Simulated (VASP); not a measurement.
# SrC2 (R-3m) in VASP: a series of runs

SrC2 is run at these levels: LDA; tasks: single point.

Everything below comes from runs of VASP 6.6.1. Logs are shortened: lines on timing, memory, paths and dates and some standing lists are left out, and cuts for length are marked.

**1. The cell of the first run**

It takes space group R-3m (No. 166, trigonal). Conventional cell: a = 5.236 Å, b = 5.236 Å, c = 6.643 Å, α = 90.00°, β = 90.00°, γ = 120.00°. Sr (site symmetry -3m) has 14 C at 2.71 to 3.48 Å within 3.6 Å. C (site symmetry 3m) has 1 C at 1.22 Å within 1.6 Å.

**2. Single point, LDA (strain +0.040 along x and y, -0.040 along z)**

Contents of INCAR:

```
PREC = Accurate ; ENCUT = 520
EDIFF = 1E-6 ; ISMEAR = 0
SIGMA = 0.05 ; LREAL = False
LASPH = True ; NELM = 60
ALGO = Normal ; ISIF = 2
LWAVE = False ; LCHARG = True
GGA = CA ; LELF = True
LVHAR = True ; NBANDS = 16
```

Contents of KPOINTS:

```
regular mesh
0
Gamma
  9 9 9
```

Contents of POSCAR:

```
SrC2
1.0
    2.6180186239      1.5115137573      2.2143958931
   -2.6180186239      1.5115137573      2.2143958931
    0.0000000000     -3.0230275145      2.2143958932
Sr C
1 2
Direct
    0.0000000000      0.0000000000      0.0000000000
    0.5915580000      0.5915580000      0.5915580000
    0.4084420000      0.4084420000      0.4084420000
```

Potentials or basis: VASP PAW LDA potentials, release 64 (Sr_sv, C).

Launch:

```
$ cat potpaw_LDA.64/Sr_sv/POTCAR potpaw_LDA.64/C/POTCAR > POTCAR
$ mpirun -np 1 vasp_std > vasp.out
```

OUTCAR:

```text
PREC = Accurate
   ENCUT = 520
   EDIFF = 1E-6
   ISMEAR = 0
   LREAL = False
   LASPH = True
   NELM = 60
   ISIF = 2
   GGA = CA

 ion  position               nearest neighbor table
   1  0.000  0.000  0.000-   2 2.71   3 2.71   2 3.06   2 3.06   3 3.06   3 3.06   2 3.06   3 3.06
                             2 3.48   3 3.48   2 3.48   3 3.48   2 3.48   3 3.48
   2  0.592  0.592  0.592-   3 1.22   1 2.71   1 3.06   1 3.06   1 3.06   1 3.48   1 3.48   1 3.48

   3  0.408  0.408  0.408-   2 1.22   1 2.71   1 3.06   1 3.06   1 3.06   1 3.48   1 3.48   1 3.48

  LATTYP: Found a trigonal (rhomboedric) cell.
 ALAT       =     3.7472982968
 COS(alpha) =     0.0237997205

  Lattice vectors:

 A1 = (   2.6180186239,   1.5115137573,   2.2143958931)
 A2 = (  -2.6180186239,   1.5115137573,   2.2143958931)
 A3 = (   0.0000000000,  -3.0230275145,   2.2143958932)

Analysis of symmetry for initial positions (statically):
=====================================================================
 Subroutine PRICEL returns:
 Original cell was already a primitive cell.

 Routine SETGRP: Setting up the symmetry group for a
 trigonal (rhombohedral) supercell.

 Subroutine GETGRP returns: Found 12 space group operations
 (whereof 12 operations were pure point group operations)
 out of a pool of 12 trial point group operations.

The static configuration has the point symmetry D_3d.

Analysis of symmetry for dynamics (positions and initial velocities):
=====================================================================
 Subroutine PRICEL returns:
 Original cell was already a primitive cell.

 Routine SETGRP: Setting up the symmetry group for a
 trigonal (rhombohedral) supercell.

 Subroutine GETGRP returns: Found 12 space group operations
 (whereof 12 operations were pure point group operations)
 out of a pool of 12 trial point group operations.

The dynamic configuration has the point symmetry D_3d.

 Subroutine INISYM returns: Found 12 space group operations
 (whereof 12 operations are pure point group operations),
 and found     1 'primitive' translations

----------------------------------------------------------------------------------------

                                     Primitive cell

  volume of cell :      52.5765

  direct lattice vectors                    reciprocal lattice vectors
     2.618018624  1.511513757  2.214395893     0.190984126  0.110264737  0.150530144
    -2.618018624  1.511513757  2.214395893    -0.190984126  0.110264737  0.150530144
     0.000000000 -3.023027514  2.214395893     0.000000000 -0.220529474  0.150530144

  length of vectors
     3.747298297  3.747298297  3.747298297     0.267006691  0.267006691  0.267006691

  position of ions in fractional coordinates (direct lattice)
     0.000000000  0.000000000  0.000000000
     0.591558000  0.591558000  0.591558000
     0.408442000  0.408442000  0.408442000

  ion indices of the primitive-cell ions
   primitive index   ion index
                 1           1
                 2           2
                 3           3

----------------------------------------------------------------------------------------

 KPOINTS: regular mesh

Automatic generation of k-mesh.
 Grid dimensions read from file:
 generate k-points for:    9    9    9

 Generating k-lattice:

  Cartesian coordinates                     Fractional coordinates (reciprocal lattice)
     0.021220458  0.012251637  0.016725572     0.111111111  0.000000000  0.000000000
    -0.021220458  0.012251637  0.016725572     0.000000000  0.111111111  0.000000000
     0.000000000 -0.024503275  0.016725572     0.000000000  0.000000000  0.111111111

  Length of vectors
     0.029667410  0.029667410  0.029667410

  Shift w.r.t. Gamma in fractional coordinates (k-lattice)
     0.000000000  0.000000000  0.000000000

 Subroutine IBZKPT returns following result:
 ===========================================

 Found     85 irreducible k-points:

 Following reciprocal coordinates:
            Coordinates               Weight
  0.000000  0.000000  0.000000      1.000000
  0.111111  0.000000  0.000000      6.000000
  0.222222 -0.000000  0.000000      6.000000
  0.333333  0.000000 -0.000000      6.000000
  0.444444 -0.000000  0.000000      6.000000
  0.111111  0.111111  0.000000      6.000000
[... 16 lines left out ...]
 -0.333333  0.333333  0.000000      6.000000
  0.444444  0.444444  0.000000      6.000000
 [... further k-points ...]
   k-points           NKPTS =     85   k-points in BZ     NKDIM =     85   number of bands    NBANDS=     16
   number of dos      NEDOS =    301   number of ions     NIONS =      3
   total plane-waves  NPLWV =  21952
   dimension x,y,z NGX =    28 NGY =   28 NGZ =   28
   dimension x,y,z NGXF=    56 NGYF=   56 NGZF=   56
   ions per type =               1   2
   NGX,Y,Z   is equivalent  to a cutoff of  12.42, 12.42, 12.42 a.u.
   NGXF,Y,Z  is equivalent  to a cutoff of  24.84, 24.84, 24.84 a.u.
 SYSTEM =  unknown system
   PREC   = accura    normal or accurate (medium, high low for compatibility)
   ISTART =      0    job   : 0-new  1-cont  2-samecut
   ICHARG =      2    charge: 1-file 2-atom 10-const
   ISPIN  =      1    spin polarized calculation?
   LNONCOLLINEAR =      F non collinear calculations
   LSORBIT =      F    spin-orbit coupling
   LASPH  =      T    aspherical Exc in radial PAW
   ENCUT  =  520.0 eV  38.22 Ry    6.18 a.u.   6.97  6.97  6.97*2*pi/ulx,y,z
   NELM   =     60;   NELMIN=  2; NELMDL= -5     # of ELM steps
   EDIFF  = 0.1E-05   stopping-criterion for ELM
   LREAL  =      F    real-space projection
   EDIFFG = 0.1E-04   stopping-criterion for IOM
   NSW    =      0    number of steps for IOM
   IBRION =     -1    ionic relax: 0-MD 1-quasi-New 2-CG
   NFREE  =      0    steps in history (QN), initial steepest desc. (CG)
   ISIF   =      2    stress and relaxation
   ISYM   =      2    0-nonsym 1-usesym 2-fastsym
   POTIM  = 0.5000    time-step for ionic-motion
   TEBEG  =    0.0;   TEEND  =   0.0 temperature during run
   PSTRESS=    0.0 pullay stress
   NELECT =      18.0000    total number of electrons
   NUPDOWN=      -1.0000    fix difference up-down
   EMIN   =  10.00;   EMAX   =-10.00  energy-range for DOS
   EFERMI =   0.00;   METHOD = LEGACY
   ISMEAR =     0;   SIGMA  =   0.05  broadening in eV -4-tet -1-fermi 0-gaus
   EFERMI_NEDOS =   21; number of points for ismear=-14 and -15
   IALGO  =     38    algorithm
   IMIX   =      4    mixing-type and parameters
     AMIX     =   0.40;   BMIX     =  1.00
     AMIX_MAG =   1.60;   BMIX_MAG =  1.00
  volume/ion in A,a.u.               =      17.53       118.27
  Fermi-wavevector in a.u.,A,eV,Ry     =   1.145254  2.164217 17.845498  1.311607
  Thomas-Fermi vector in A             =   2.281943
   LORBIT       =      0    0 simple, 1 ext, 2 COOP (PROOUT), +10 PAW based schemes
   GGA     = CA    functional components
   LHFCALC =     F    Hartree Fock is set to
   AEXX    =    0.0000 exact exchange contribution
   IVDW    =     0    specifies the selected vdW correction
   LEPSILON=     F    determine dielectric tensor
   LRPA    =     F    only Hartree local field effects (RPA)
 non-spin polarized calculation
 Gauss-broadening in eV      SIGMA  =   0.05
  energy-cutoff  :      520.00
  volume of cell :       52.58
 maximum number of plane-waves:      1432
   NGX = 13   NGY = 13   NGZ = 13

 number of electron      18.0000000 magnetization

 Free energy of the ion-electron system (eV)
  ---------------------------------------------------
  ext. energy  EPLUGINS =         0.00000000
  ---------------------------------------------------
  free energy    TOTEN  =       -21.24967007 eV

  energy without entropy =      -21.24967007  energy(sigma->0) =      -21.24967007

 E-fermi :   1.7725     XC(G=0):  -9.7868

 val. band max:        1.5050359430   @ k =  -0.4444   0.4444   0.4444
 cond. band min:       3.2798227740   @ k =   0.0000   0.0000   0.0000
 fundamental gap:      1.7747868310
 Fermi energy:         1.7724582137

 k-point     1 :       0.0000    0.0000    0.0000
  band No.  band energies     occupation
      1     -32.3428      2.00000
      2     -14.3363      2.00000
      3     -14.3363      2.00000
      4     -14.2278      2.00000
      5     -11.2146      2.00000
      6      -1.0740      2.00000
[... 8 lines left out ...]
     15      10.3744      0.00000
     16      10.3744      0.00000

 k-point     2 :       0.1111    0.0000    0.0000
  band No.  band energies     occupation
      1     -32.3395      2.00000
      2     -14.3860      2.00000
      3     -14.3316      2.00000
      4     -14.2380      2.00000
      5     -11.1594      2.00000
      6      -1.3884      2.00000
[... 8 lines left out ...]
     15      10.0204      0.00000
     16      10.3850      0.00000

 k-point     3 :       0.2222   -0.0000    0.0000
  band No.  band energies     occupation
      1     -32.3310      2.00000
      2     -14.5329      2.00000
      3     -14.3195      2.00000
      4     -14.2342      2.00000
      5     -11.0246      2.00000
      6      -1.9471      2.00000
[... 8 lines left out ...]
     15       9.2863      0.00000
     16      10.2497      0.00000

 k-point     4 :       0.3333    0.0000   -0.0000
  band No.  band energies     occupation
      1     -32.3214      2.00000
      2     -14.6975      2.00000
      3     -14.3058      2.00000
      4     -14.2201      2.00000
      5     -10.8769      2.00000
      6      -2.4588      2.00000
[... 8 lines left out ...]
     15       8.9505      0.00000
     16       9.8509      0.00000
[... 324 lines left out ...]
 k-point    22 :      -0.4444    0.3333   -0.0000
  band No.  band energies     occupation
      1     -32.2948      2.00000
      2     -14.6943      2.00000
      3     -14.5628      2.00000
      4     -14.2175      2.00000
      5     -10.8252      2.00000
      6      -2.0034      2.00000
[... 8 lines left out ...]
     15      10.1489      0.00000
     16      10.4571      0.00000

 k-point    23 :      -0.3333    0.3333    0.0000
  band No.  band energies     occupation
      1     -32.3008      2.00000
      2     -14.6442      2.00000
      3     -14.5551      2.00000
      4     -14.2257      2.00000
      5     -10.8317      2.00000
      6      -1.7277      2.00000
[... 8 lines left out ...]
     15       9.6117      0.00000
     16      10.1907      0.00000

 k-point    24 :       0.4444    0.4444    0.0000
  band No.  band energies     occupation
      1     -32.2888      2.00000
      2     -14.6657      2.00000
      3     -14.6400      2.00000
      4     -14.2099      2.00000
      5     -10.8429      2.00000
      6      -2.0174      2.00000
[... 8 lines left out ...]
     15      10.8701      0.00000
     16      10.9431      0.00000

 [... further k-points ...]

------------------------ aborting loop because EDIFF is reached ----------------------------------------

  FORCE on cell =-STRESS in cart. coord.  units (eV):
  Direction    XX          YY          ZZ          XY          YZ          ZX
  --------------------------------------------------------------------------------------
  -------------------------------------------------------------------------------------
  Total       -2.1983987     -2.1983987      4.3249256      0.0000000      0.0000000      0.0000000
  in kB      -66.9924236    -66.9924236    131.7946763      0.0000000      0.0000000      0.0000000
  external PRESSURE =      -0.7300570 kB  Pullay stress =       0.0000000 kB

 VOLUME and BASIS-vectors are now :
 -----------------------------------------------------------------------------
  energy-cutoff  :      520.00
  volume of cell :       52.58
      direct lattice vectors                 reciprocal lattice vectors
     2.618018624  1.511513757  2.214395893     0.190984126  0.110264737  0.150530144
    -2.618018624  1.511513757  2.214395893    -0.190984126  0.110264737  0.150530144
     0.000000000 -3.023027514  2.214395893     0.000000000 -0.220529474  0.150530144

 POSITION                                       TOTAL-FORCE (eV/Angst)
 -----------------------------------------------------------------------------------
      0.00000      0.00000      0.00000        -0.000000      0.000000      0.000000
      0.00000      0.00000      3.92983         0.000000      0.000000      3.649655
      0.00000      0.00000      2.71336         0.000000     -0.000000     -3.649655
 -----------------------------------------------------------------------------------
    total drift:                               -0.000000      0.000000      0.000000

  FREE ENERGIE OF THE ION-ELECTRON SYSTEM (eV)
  ---------------------------------------------------
  free  energy   TOTEN  =       -21.2496700728 eV

  energy  without entropy=      -21.2496700728  energy(sigma->0) =      -21.24967007
```

Wall time 63 s (1 thread of AMD EPYC 7R13, shared host); peak memory 0.16 GiB.

What came out:

```
Free energy            : -21.2497 eV
Pressure               : -0.1 GPa
Largest force          : 3.650 eV/Å
Band gap on the k mesh : 1.77 eV (least direct gap 2.76 eV)
```

Forces in eV/Å, atoms in the order of the input:
```
Sr   0.000  0.000  0.000
C    0.000  0.000  3.650
C    0.000  0.000 -3.650
```

Stress tensor (GPa, compression positive):
```
-6.70  0.00  0.00
 0.00 -6.70  0.00
 0.00  0.00 13.18
```

Caveat: the cell differs from its parent crystal (strain +0.040 along x and y, -0.040 along z); an odd mesh through Γ misses points on the zone boundary, where band edges can lie; forces of over 1 eV/Å act on the atoms, so gaps and moduli don't describe the material at rest.

**3. Single point, LDA (strain +0.000 along x and y, +0.040 along z)**

Contents of INCAR:

```
SYSTEM = SrC2
ALGO     = Normal         ! electronic algorithm
EDIFF    = 1E-6           ! SCF threshold, eV
ENCUT    = 520            ! plane-wave cutoff, eV
GGA      = CA             ! functional
ISIF     = 2              ! what is computed and relaxed
ISMEAR   = 0              ! smearing method
LASPH    = .True.         ! aspherical terms in the spheres
LCHARG   = .True.         ! write CHGCAR
LELF     = .True.         ! ELF
LREAL    = .False.        ! projectors in reciprocal space
LVHAR    = .True.       
LWAVE    = .False.        ! write WAVECAR
NBANDS   = 16             ! bands
NELM     = 60             ! most SCF steps
PREC     = Accurate       ! precision mode
SIGMA    = 0.05           ! smearing width, eV
```

Contents of KPOINTS:

```
k-points
0
Gamma
  9 9 9
  0 0 0
```

Contents of POSCAR:

```
SrC2
1.0
    2.5173255999      1.4533786128      2.3989288842
   -2.5173255999      1.4533786128      2.3989288842
    0.0000000000     -2.9067572255      2.3989288843
Sr C
1 2
Direct
    0.0000000000      0.0000000000      0.0000000000
    0.5915580000      0.5915580000      0.5915580000
    0.4084420000      0.4084420000      0.4084420000
```

Potentials or basis: VASP PAW LDA potentials, release 64 (Sr_sv, C).

Launch:

```
$ cat potpaw_LDA.64/Sr_sv/POTCAR potpaw_LDA.64/C/POTCAR > POTCAR
$ mpirun -np 1 vasp_std > vasp.out
```

It took 69 s on 1 thread of AMD EPYC 7R13, shared host; peak memory 0.16 GiB.

Results (log left out):

* Free energy: -21.2549 eV
* Pressure: -11.1 GPa
* Largest force: 3.355 eV/Å
* Band gap on the k mesh: 1.61 eV (least direct gap 2.27 eV)

Forces in eV/Å, atoms in the order of the input:
```
Sr   0.000  0.000  0.000
C    0.000  0.000 -3.355
C    0.000  0.000  3.355
```

Stress tensor (GPa, compression positive):
```
 -5.71   0.00   0.00
  0.00  -5.71   0.00
  0.00   0.00 -21.83
```

Levels at points of the mesh, in eV from the valence-band top:
```csv
k point,band 5,band 6,band 7,band 8,band 9,band 10,band 11,band 12,band 13,band 14
"(0.00, 0.00, 0.00)",-12.35,-2.47,-2.41,-0.66,-0.66,1.61,1.61,5.60,5.60,7.00
```

Caveat: the cell differs from its parent crystal (strain +0.000 along x and y, +0.040 along z); the cell stands under tension; an odd mesh through Γ misses points on the zone boundary, where band edges can lie; forces of over 1 eV/Å act on the atoms, so gaps and moduli don't describe the material at rest.

**4. Single point, LDA (strain +0.080 along x and y, -0.080 along z)**

Contents of INCAR:

```
SYSTEM = SrC2
ALGO = Normal
EDIFF = 1E-6
ENCUT = 520
GGA = CA
ISIF = 2
ISMEAR = 0
LASPH = .True.
LCHARG = .False.
LREAL = .False.
LWAVE = .False.
NBANDS = 16
NELM = 60
PREC = Accurate
SIGMA = 0.05
```

KPOINTS is that of step 3.

Contents of POSCAR:

```
SrC2
1.0
    2.7187116479      1.5696489018      2.1221293976
   -2.7187116479      1.5696489018      2.1221293976
    0.0000000000     -3.1392978035      2.1221293976
Sr C
1 2
Direct
    0.0000000000      0.0000000000      0.0000000000
    0.5915580000      0.5915580000      0.5915580000
    0.4084420000      0.4084420000      0.4084420000
```

Launch:

```
$ cat potpaw_LDA.64/Sr_sv/POTCAR potpaw_LDA.64/C/POTCAR > POTCAR
$ mpirun -np 1 vasp_std > vasp.out
```

Run time: 81 s. Hardware: 1 thread of AMD EPYC 7R13, shared host; peak memory 0.16 GiB.

Results (log left out):

```yaml
Free_energy: -20.7070 eV
Pressure: 7.8 GPa
Largest_force: 9.064 eV/Å
Band_gap_on_the_k_mesh: 1.84 eV (least direct gap 3.10 eV)
```

Forces on the atoms (eV/Å):
```
Sr   0.000  0.000  0.000
C    0.000  0.000  9.064
C    0.000  0.000 -9.064
```

Stress tensor (GPa, compression positive):
```
-7.57  0.00  0.00
 0.00 -7.57  0.00
 0.00  0.00 38.44
```

Levels at points of the mesh, in eV from the valence-band top:
```csv
k point,band 7,band 8,band 9,band 10,band 11,band 12
"(0.00, 0.00, 0.00)",-1.99,-1.25,-1.25,1.84,1.84,4.88
```

Caveat: the cell differs from its parent crystal (strain +0.080 along x and y, -0.080 along z); the cell stands under pressure; an odd mesh through Γ misses points on the zone boundary, where band edges can lie; forces of over 1 eV/Å act on the atoms, so gaps and moduli don't describe the material at rest.

**5. Single point, LDA (strain +0.040 along x and y, +0.000 along z)**

Contents of INCAR:

```
  ALGO = Normal
  EDIFF = 1E-6
  ENCUT = 520
  GGA = CA
  ISIF = 2
  ISMEAR = 0
  LASPH = T
  LCHARG = T
  LELF = T
  LREAL = F
  LVHAR = T
  LWAVE = F
  NBANDS = 16
  NELM = 100
  PREC = Accurate
  SIGMA = 0.05
```

Contents of KPOINTS:

```
k-points
0
Gamma
  9 9 9
```

Contents of POSCAR:

```
SrC2
1.0
    2.6180186239      1.5115137573      2.3066623887
   -2.6180186239      1.5115137573      2.3066623887
    0.0000000000     -3.0230275145      2.3066623887
Sr C
1 2
Direct
    0.0000000000      0.0000000000      0.0000000000
    0.5915580000      0.5915580000      0.5915580000
    0.4084420000      0.4084420000      0.4084420000
```

Launch:

```
$ cat potpaw_LDA.64/Sr_sv/POTCAR potpaw_LDA.64/C/POTCAR > POTCAR
$ mpirun -np 1 vasp_std > vasp.out
```

Run time: 92 s. Hardware: 1 thread of AMD EPYC 7R13, shared host; peak memory 0.17 GiB.

The run converged. Its results:

```
Free energy            : -21.2784 eV
Pressure               : -7.5 GPa
Largest force          : 0.310 eV/Å
Band gap on the k mesh : 1.82 eV (least direct gap 2.58 eV)
```

Forces on the atoms (eV/Å):
```
Sr   0.000  0.000  0.000
C    0.000  0.000 -0.310
C    0.000  0.000  0.310
```

Stress tensor (GPa, compression positive):
```
-7.37  0.00  0.00
 0.00 -7.37  0.00
 0.00  0.00 -7.80
```

Levels at points of the mesh, in eV from the valence-band top:
```
           k point  band 7  band 8  band 9  band 10  band 11  band 12
(0.00, 0.00, 0.00)   -2.30   -0.77   -0.77     1.82     1.82     6.09
```

Caveat: the cell differs from its parent crystal (strain +0.040 along x and y, +0.000 along z); the cell stands under tension; an odd mesh through Γ misses points on the zone boundary, where band edges can lie.

**6. The runs side by side**

| cell | gap on the mesh (eV) | pressure (GPa) | largest force (eV/Å) |
| --- | --- | --- | --- |
| a = 3.747 Å, angles 88.6°, 3 atoms | 1.77 | -0.1 | 3.65 |
| a = 3.769 Å, angles 83.8°, 3 atoms | 1.61 | -11.1 | 3.35 |
| a = 3.789 Å, angles 91.7°, 3 atoms | 1.84 | 7.8 | 9.06 |
| a = 3.803 Å, angles 87.0°, 3 atoms | 1.82 | -7.5 | 0.31 |

Alike in all rows: task single point; level LDA; potentials or basis VASP PAW LDA potentials, release 64 (Sr_sv, C); no spin polarisation; k mesh 9 × 9 × 9; cutoff (eV) 520; smearing gaussian 0.05 eV.

Caveats: an odd mesh through Γ misses points on the zone boundary, where band edges can lie; forces of over 1 eV/Å act on the atoms, so gaps and moduli don't describe the material at rest (at least some runs); the cell stands under tension (at least some runs); the cell stands under pressure (at least some runs).

Total energies depend on the potentials used, so only differences within one code and one set of settings carry meaning.
